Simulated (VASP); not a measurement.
# Hf3Ta2F (P-3m1) in VASP: a series of runs, part 2 of 2

VASP 6.6.1. The steps go on from the part before.

### Step 3. Single point, PBE

This run uses another cell than the first one, of 18.60 Å³/atom, 1.201 times its volume.

Input file INCAR:

```
ALGO     = Normal         # electronic algorithm
EDIFF    = 1E-7           # SCF threshold, eV
ENCUT    = 520            # plane-wave cutoff, eV
GGA      = PE             # functional
ISIF     = 2              # what is computed and relaxed
ISMEAR   = 0              # smearing method
LASPH    = True           # aspherical terms in the spheres
LCHARG   = False          # write CHGCAR
LREAL    = False          # projectors in reciprocal space
LWAVE    = False          # write WAVECAR
NBANDS   = 38             # bands
NELM     = 100            # most SCF steps
PREC     = Accurate       # precision mode
SIGMA    = 0.1            # smearing width, eV
```

Input file KPOINTS:

```
k-points
0
Gamma
  6 6 2
```

Input file POSCAR:

```
Hf3Ta2F
1.0
    3.1250040018     -0.0000000026      0.0000000000
   -1.5625019987      2.7063328538      0.0000000000
    0.0000000000      0.0000000000     13.1948283025
Hf Ta F
3 2 1
Direct
    0.3333333333      0.6666666667      0.1351846450
    0.0000000000      0.0000000000      0.5000000000
    0.6666666667      0.3333333333      0.8648153550
    0.3333333333      0.6666666667      0.6848312061
    0.6666666667      0.3333333333      0.3151687939
    0.0000000000      0.0000000000      0.0000000000
```

Potentials or basis: VASP PAW PBE potentials, release 64 (Hf_pv, Ta_pv, F).

Launch:

```sh
$ cat potpaw_PBE.64/Hf_pv/POTCAR potpaw_PBE.64/Ta_pv/POTCAR potpaw_PBE.64/F/POTCAR > POTCAR
$ mpirun -np 1 vasp_std > vasp.out
```

OUTCAR:

```text
EDIFF = 1E-7
   ENCUT = 520
   GGA = PE
   ISIF = 2
   ISMEAR = 0
   LASPH = True
   LREAL = False
   NELM = 100
   PREC = Accurate

 ion  position               nearest neighbor table
   1  0.333  0.667  0.135-   6 2.54   6 2.54   6 2.54   5 2.98   5 2.98   5 2.98
   2  0.000  0.000  0.500-   4 3.03   5 3.03   5 3.03   4 3.03   5 3.03   4 3.03
   3  0.667  0.333  0.865-   6 2.54   6 2.54   6 2.54   4 2.98   4 2.98   4 2.98
   4  0.333  0.667  0.685-   3 2.98   3 2.98   3 2.98   2 3.03   2 3.03   2 3.03
   5  0.667  0.333  0.315-   1 2.98   1 2.98   1 2.98   2 3.03   2 3.03   2 3.03
   6  0.000  0.000  0.000-   1 2.54   3 2.54   3 2.54   1 2.54   3 2.54   1 2.54

  LATTYP: Found a hexagonal cell.
 ALAT       =     3.1250040018
 C/A-ratio  =     4.2223396498

  Lattice vectors:

 A1 = (   3.1250040018,  -0.0000000026,   0.0000000000)
 A2 = (  -1.5625019987,   2.7063328538,   0.0000000000)
 A3 = (   0.0000000000,   0.0000000000,  13.1948283025)

Analysis of symmetry for initial positions (statically):
=====================================================================
 Subroutine PRICEL returns:
 Original cell was already a primitive cell.

 Routine SETGRP: Setting up the symmetry group for a
 hexagonal supercell.

 Subroutine GETGRP returns: Found 12 space group operations
 (whereof 12 operations were pure point group operations)
 out of a pool of 24 trial point group operations.

The static configuration has the point symmetry D_3d.

Analysis of symmetry for dynamics (positions and initial velocities):
=====================================================================
 Subroutine PRICEL returns:
 Original cell was already a primitive cell.

 Routine SETGRP: Setting up the symmetry group for a
 hexagonal supercell.

 Subroutine GETGRP returns: Found 12 space group operations
 (whereof 12 operations were pure point group operations)
 out of a pool of 24 trial point group operations.

The dynamic configuration has the point symmetry D_3d.

 Subroutine INISYM returns: Found 12 space group operations
 (whereof 12 operations are pure point group operations),
 and found     1 'primitive' translations

----------------------------------------------------------------------------------------

                                     Primitive cell

  volume of cell :     111.5926

  direct lattice vectors                    reciprocal lattice vectors
     3.125004002 -0.000000003  0.000000000     0.319999590  0.184751849  0.000000000
    -1.562501999  2.706332854  0.000000000     0.000000000  0.369503699  0.000000000
     0.000000000  0.000000000 13.194828302     0.000000000  0.000000000  0.075787269

  length of vectors
     3.125004002  3.125004002 13.194828302     0.369503699  0.369503699  0.075787269

  position of ions in fractional coordinates (direct lattice)
     0.333333333  0.666666667  0.135184645
     0.000000000  0.000000000  0.500000000
     0.666666667  0.333333333  0.864815355
     0.333333333  0.666666667  0.684831206
     0.666666667  0.333333333  0.315168794
     0.000000000  0.000000000  0.000000000

  ion indices of the primitive-cell ions
   primitive index   ion index
[... 39 lines left out ...]
  0.166667  0.166667  0.000000      6.000000
  0.333333  0.166667  0.000000     12.000000
  0.333333  0.333333  0.000000      2.000000
  0.000000  0.000000  0.500000      1.000000
  0.166667  0.000000  0.500000      6.000000
  0.333333  0.000000  0.500000      6.000000
  0.500000  0.000000  0.500000      3.000000
  0.166667  0.166667  0.500000      6.000000
  0.333333  0.166667  0.500000     12.000000
  0.333333  0.333333  0.500000      2.000000
   k-points           NKPTS =     14   k-points in BZ     NKDIM =     14   number of bands    NBANDS=     38
   number of dos      NEDOS =    301   number of ions     NIONS =      6
   total plane-waves  NPLWV =  56448
   dimension x,y,z NGX =    24 NGY =   24 NGZ =   98
   dimension x,y,z NGXF=    48 NGYF=   48 NGZF=  196
   ions per type =               3   2   1
   NGX,Y,Z   is equivalent  to a cutoff of  12.77, 12.77, 12.35 a.u.
   NGXF,Y,Z  is equivalent  to a cutoff of  25.54, 25.54, 24.69 a.u.
 SYSTEM =  unknown system
   PREC   = accura    normal or accurate (medium, high low for compatibility)
   ISTART =      0    job   : 0-new  1-cont  2-samecut
   ICHARG =      2    charge: 1-file 2-atom 10-const
   ISPIN  =      1    spin polarized calculation?
   LNONCOLLINEAR =      F non collinear calculations
   LSORBIT =      F    spin-orbit coupling
   LASPH  =      T    aspherical Exc in radial PAW
   ENCUT  =  520.0 eV  38.22 Ry    6.18 a.u.   5.81  5.81 24.53*2*pi/ulx,y,z
   NELM   =    100;   NELMIN=  2; NELMDL= -5     # of ELM steps
   EDIFF  = 0.1E-06   stopping-criterion for ELM
   LREAL  =      F    real-space projection
   EDIFFG = 0.1E-05   stopping-criterion for IOM
   NSW    =      0    number of steps for IOM
   IBRION =     -1    ionic relax: 0-MD 1-quasi-New 2-CG
   NFREE  =      0    steps in history (QN), initial steepest desc. (CG)
   ISIF   =      2    stress and relaxation
   ISYM   =      2    0-nonsym 1-usesym 2-fastsym
   POTIM  = 0.5000    time-step for ionic-motion
   TEBEG  =    0.0;   TEEND  =   0.0 temperature during run
   PSTRESS=    0.0 pullay stress
   NELECT =      59.0000    total number of electrons
   NUPDOWN=      -1.0000    fix difference up-down
   EMIN   =  10.00;   EMAX   =-10.00  energy-range for DOS
   EFERMI =   0.00;   METHOD = LEGACY
   ISMEAR =     0;   SIGMA  =   0.10  broadening in eV -4-tet -1-fermi 0-gaus
   EFERMI_NEDOS =   21; number of points for ismear=-14 and -15
   IALGO  =     38    algorithm
   IMIX   =      4    mixing-type and parameters
     AMIX     =   0.40;   BMIX     =  1.00
     AMIX_MAG =   1.60;   BMIX_MAG =  1.00
  volume/ion in A,a.u.               =      18.60       125.51
  Fermi-wavevector in a.u.,A,eV,Ry     =   1.323773  2.501569 23.842524  1.752376
  Thomas-Fermi vector in A             =   2.453357
   LORBIT       =      0    0 simple, 1 ext, 2 COOP (PROOUT), +10 PAW based schemes
   GGA     = PE    functional components
   LHFCALC =     F    Hartree Fock is set to
   AEXX    =    0.0000 exact exchange contribution
   IVDW    =     0    specifies the selected vdW correction
   LEPSILON=     F    determine dielectric tensor
   LRPA    =     F    only Hartree local field effects (RPA)
 non-spin polarized calculation
 Gauss-broadening in eV      SIGMA  =   0.10
  energy-cutoff  :      520.00
  volume of cell :      111.59
 maximum number of plane-waves:      3020
 NGX is ok and might be reduce to    24
   NGX = 11   NGY = 11   NGZ = 49

 number of electron      58.9999975 magnetization

 Free energy of the ion-electron system (eV)
  ---------------------------------------------------
  ext. energy  EPLUGINS =         0.00000000
  ---------------------------------------------------
  free energy    TOTEN  =       -57.48429074 eV

  energy without entropy =      -57.46839987  energy(sigma->0) =      -57.47634531

 E-fermi :   5.4617     XC(G=0): -11.6715

 val. band max:        5.3702201838   @ k =   0.1667   0.1667   0.0000
 cond. band min:       5.4619351739   @ k =   0.1667   0.0000   0.0000
 fundamental gap:      0.0917149901
 Fermi energy:         5.4616621218

 k-point     1 :       0.0000    0.0000    0.0000
  band No.  band energies     occupation
      1     -28.9326      2.00000
      2     -28.9125      2.00000
      3     -28.5422      2.00000
      4     -28.5422      2.00000
      5     -28.5418      2.00000
      6     -28.5418      2.00000
[... 563 lines left out ...]
     37       8.3468      0.00000
     38       8.6060      0.00000

------------------------ aborting loop because EDIFF is reached ----------------------------------------

  FORCE on cell =-STRESS in cart. coord.  units (eV):
  Direction    XX          YY          ZZ          XY          YZ          ZX
  --------------------------------------------------------------------------------------
  -------------------------------------------------------------------------------------
  Total       -0.5380415     -0.5380415     -0.5493375      0.0000000     -0.0000000      0.0000000
  in kB       -7.7248635     -7.7248635     -7.8870448      0.0000000     -0.0000000      0.0000000
  external PRESSURE =      -7.7789239 kB  Pullay stress =       0.0000000 kB

 VOLUME and BASIS-vectors are now :
 -----------------------------------------------------------------------------
  energy-cutoff  :      520.00
  volume of cell :      111.59
      direct lattice vectors                 reciprocal lattice vectors
     3.125004002 -0.000000003  0.000000000     0.319999590  0.184751849  0.000000000
    -1.562501999  2.706332854  0.000000000     0.000000000  0.369503699  0.000000000
     0.000000000  0.000000000 13.194828302     0.000000000  0.000000000  0.075787269

 POSITION                                       TOTAL-FORCE (eV/Angst)
 -----------------------------------------------------------------------------------
      0.00000      1.80422      1.78374        -0.000000      0.000000     -0.043890
      0.00000      0.00000      6.59741         0.000000     -0.000000     -0.000000
      1.56250      0.90211     11.41109         0.000000      0.000000      0.043890
      0.00000      1.80422      9.03623         0.000000     -0.000000      0.001513
      1.56250      0.90211      4.15860        -0.000000      0.000000     -0.001513
      0.00000      0.00000      0.00000         0.000000     -0.000000     -0.000000
 -----------------------------------------------------------------------------------
    total drift:                               -0.000000      0.000000      0.000000

  FREE ENERGIE OF THE ION-ELECTRON SYSTEM (eV)
  ---------------------------------------------------
  free  energy   TOTEN  =       -57.4842907408 eV

  energy  without entropy=      -57.4683998724  energy(sigma->0) =      -57.47634531
```

Run time: 2.4 min. Hardware: 1 thread of AMD EPYC 7R13 (Zen 3), shared host; peak memory 0.2 GiB.

What came out:

```
Free energy   : -57.4843 eV
Pressure      : -0.8 GPa
Largest force : 0.044 eV/Å
```

Forces in eV/Å, atoms in the order of the input:
```
Hf   0.000  0.000 -0.044
Hf   0.000  0.000  0.000
Hf   0.000  0.000  0.044
Ta   0.000  0.000  0.002
Ta   0.000  0.000 -0.002
F    0.000  0.000  0.000
```

Caveat: the k points lie up to 0.39 Å⁻¹ apart; spin-orbit coupling is left out, which moves the levels of the heavy elements; an odd number of electrons without spin polarisation forces a metal; a magnetic or distorted state may lie lower.

### Step 4. Single point, PBE

This run uses another cell than the first one, of 18.60 Å³/atom, 1.201 times its volume.

Input file INCAR:

```
SYSTEM = Hf3Ta2F
PREC = Accurate ; ENCUT = 520
EDIFF = 1E-6 ; ISMEAR = 0
SIGMA = 0.1 ; LREAL = .FALSE.
LASPH = .TRUE. ; NELM = 100
ALGO = Normal ; ISIF = 2
LWAVE = .FALSE. ; LCHARG = .FALSE.
GGA = PE ; NBANDS = 38
```

Input file KPOINTS:

```
Automatic mesh
0
G
  12 12 4
  0 0 0
```

Input file POSCAR:

```
Hf3Ta2F
1.0
    3.1288325887      0.0000000000      0.0000000000
   -1.5644162943      2.7096485060      0.0000000000
    0.0000000000      0.0000000000     13.1643342420
Hf Ta F
3 2 1
Direct
    0.3333333333      0.6666666667      0.1324821730
    0.0000000000      0.0000000000      0.5000000000
    0.6666666667      0.3333333333      0.8675178270
    0.3333333333      0.6666666667      0.6869098826
    0.6666666667      0.3333333333      0.3130901174
    0.0000000000      0.0000000000      0.0000000000
```

Potentials or basis: VASP PAW PBE potentials, release 64 (Hf_pv, Ta_pv, F).

Launch:

```sh
$ cat potpaw_PBE.64/Hf_pv/POTCAR potpaw_PBE.64/Ta_pv/POTCAR potpaw_PBE.64/F/POTCAR > POTCAR
$ mpirun -np 1 vasp_std > vasp.out
```

OUTCAR:

```text
SYSTEM = Hf3Ta2F
   PREC = Accurate
   ENCUT = 520
   EDIFF = 1E-6
   ISMEAR = 0
   LREAL = .FALSE.
   LASPH = .TRUE.
   NELM = 100
   ISIF = 2
   GGA = PE

 ion  position               nearest neighbor table
   1  0.333  0.667  0.132-   6 2.51   6 2.51   6 2.51   5 2.99   5 2.99   5 2.99
   2  0.000  0.000  0.500-   4 3.05   5 3.05   4 3.05   5 3.05   5 3.05   4 3.05
   3  0.667  0.333  0.868-   6 2.51   6 2.51   6 2.51   4 2.99   4 2.99   4 2.99
   4  0.333  0.667  0.687-   3 2.99   3 2.99   3 2.99   2 3.05   2 3.05   2 3.05
   5  0.667  0.333  0.313-   1 2.99   1 2.99   1 2.99   2 3.05   2 3.05   2 3.05
   6  0.000  0.000  0.000-   1 2.51   3 2.51   1 2.51   3 2.51   3 2.51   1 2.51

  LATTYP: Found a hexagonal cell.
 ALAT       =     3.1288325887
 C/A-ratio  =     4.2074268497

  Lattice vectors:

 A1 = (   3.1288325887,   0.0000000000,   0.0000000000)
 A2 = (  -1.5644162943,   2.7096485060,   0.0000000000)
 A3 = (   0.0000000000,   0.0000000000,  13.1643342420)

Analysis of symmetry for initial positions (statically):
=====================================================================
 Subroutine PRICEL returns:
 Original cell was already a primitive cell.
[... 182 lines left out ...]
 fundamental gap:      0.0108537703
 Fermi energy:         5.5091258314

 k-point     1 :       0.0000    0.0000    0.0000
  band No.  band energies     occupation
      1     -28.9302      2.00000
      2     -28.9123      2.00000
      3     -28.5624      2.00000
      4     -28.5624      2.00000
      5     -28.5621      2.00000
      6     -28.5621      2.00000
[... 973 lines left out ...]
     37       6.8669      0.00000
     38       7.0785      0.00000

 [... further k-points ...]

------------------------ aborting loop because EDIFF is reached ----------------------------------------

  FORCE on cell =-STRESS in cart. coord.  units (eV):
  Direction    XX          YY          ZZ          XY          YZ          ZX
  --------------------------------------------------------------------------------------
  -------------------------------------------------------------------------------------
  Total       -0.3863356     -0.3863356     -0.5371181     -0.0000000      0.0000000     -0.0000000
  in kB       -5.5460166     -5.5460166     -7.7105654     -0.0000000      0.0000000     -0.0000000
  external PRESSURE =      -6.2675329 kB  Pullay stress =       0.0000000 kB

 VOLUME and BASIS-vectors are now :
 -----------------------------------------------------------------------------
  energy-cutoff  :      520.00
  volume of cell :      111.61
      direct lattice vectors                 reciprocal lattice vectors
     3.128832589  0.000000000  0.000000000     0.319608024  0.184525778  0.000000000
    -1.564416294  2.709648506  0.000000000     0.000000000  0.369051557  0.000000000
     0.000000000  0.000000000 13.164334242     0.000000000  0.000000000  0.075962824

 POSITION                                       TOTAL-FORCE (eV/Angst)
 -----------------------------------------------------------------------------------
     -0.00000      1.80643      1.74404        -0.000000      0.000000     -0.049846
      0.00000      0.00000      6.58217        -0.000000      0.000000      0.000000
      1.56442      0.90322     11.42029         0.000000     -0.000000      0.049846
     -0.00000      1.80643      9.04271         0.000000      0.000000      0.003638
      1.56442      0.90322      4.12162        -0.000000      0.000000     -0.003638
      0.00000      0.00000      0.00000        -0.000000      0.000000      0.000000
 -----------------------------------------------------------------------------------
    total drift:                                0.000000     -0.000000      0.000000

  FREE ENERGIE OF THE ION-ELECTRON SYSTEM (eV)
  ---------------------------------------------------
  free  energy   TOTEN  =       -57.3998434655 eV

  energy  without entropy=      -57.3679751888  energy(sigma->0) =      -57.38390933
```

OSZICAR:

```text
N       E                     dE             d eps       ncg     rms          rms(c)
DAV:   1     0.395418818793E+03    0.39542E+03   -0.32109E+04  5260   0.152E+03
DAV:   2    -0.382156328310E+02   -0.43363E+03   -0.42123E+03  5912   0.413E+02
[... 10 lines left out ...]
DAV:  13    -0.573999812264E+02    0.10410E-02   -0.18063E-02  6240   0.410E-01    0.512E-01
DAV:  14    -0.574000651188E+02   -0.83892E-04   -0.14405E-03  6768   0.119E-01    0.530E-01
DAV:  15    -0.574000551102E+02    0.10009E-04   -0.43209E-03  6644   0.169E-01    0.290E-01
DAV:  16    -0.573998602208E+02    0.19489E-03   -0.72357E-04  6530   0.813E-02    0.901E-02
DAV:  17    -0.573998524323E+02    0.77885E-05   -0.29341E-04  6702   0.409E-02    0.398E-02
DAV:  18    -0.573998432281E+02    0.92042E-05   -0.38881E-05  6074   0.167E-02    0.126E-02
DAV:  19    -0.573998434655E+02   -0.23744E-06   -0.25000E-06  4718   0.585E-03
   1 F= -.57399843E+02 E0= -.57383909E+02  d E =-.318683E-01
```

stdout:

```text
POSCAR found type information on POSCAR HfTaF
 POSCAR found :  3 types and       6 ions
 scaLAPACK will be used
 LDA part: xc-table for (Slater+PW92), standard interpolation
 POSCAR, INCAR and KPOINTS ok, starting setup
 FFT: planning ... GRIDC
 FFT: planning ... GRID_SOFT
 FFT: planning ... GRID
 WAVECAR not read
 entering main loop
```

Wall time 5.2 min (1 thread of AMD EPYC 7R13 (Zen 3), shared host); peak memory 0.36 GiB.

Results:

* Free energy: -57.3998 eV
* Pressure: -0.6 GPa
* Largest force: 0.050 eV/Å

Forces on the atoms (eV/Å):
```
Hf   0.000  0.000 -0.050
Hf   0.000  0.000  0.000
Hf   0.000  0.000  0.050
Ta   0.000  0.000  0.004
Ta   0.000  0.000 -0.004
F    0.000  0.000  0.000
```

Caveat: spin-orbit coupling is left out, which moves the levels of the heavy elements; an odd number of electrons without spin polarisation forces a metal; a magnetic or distorted state may lie lower.

### Step 5. Overview

```csv
cell,k mesh,gap on the mesh (eV),pressure (GPa),largest force (eV/Å)
"a = 3.471, b = 3.471, c = 8.905 Å, angles 90.0, 90.0, 120.0°, 6 atoms",6 × 6 × 2,none,72.8,9.45
"a = 3.125, b = 3.125, c = 13.195 Å, angles 90.0, 90.0, 120.0°, 6 atoms",6 × 6 × 2,none,-0.8,0.04
"a = 3.129, b = 3.129, c = 13.164 Å, angles 90.0, 90.0, 120.0°, 6 atoms",12 × 12 × 4,none,-0.6,0.05
```

Alike in all rows: task single point; level PBE; potentials or basis VASP PAW PBE potentials, release 64 (Hf_pv, Ta_pv, F); no spin polarisation; cutoff (eV) 520; smearing gaussian 0.1 eV.

Caveats: some runs use coarse meshes; spin-orbit coupling is left out, which moves the levels of the heavy elements; an odd number of electrons without spin polarisation forces a metal; a magnetic or distorted state may lie lower.

Total energies depend on the potentials used, so only differences within one code and one set of settings carry meaning.
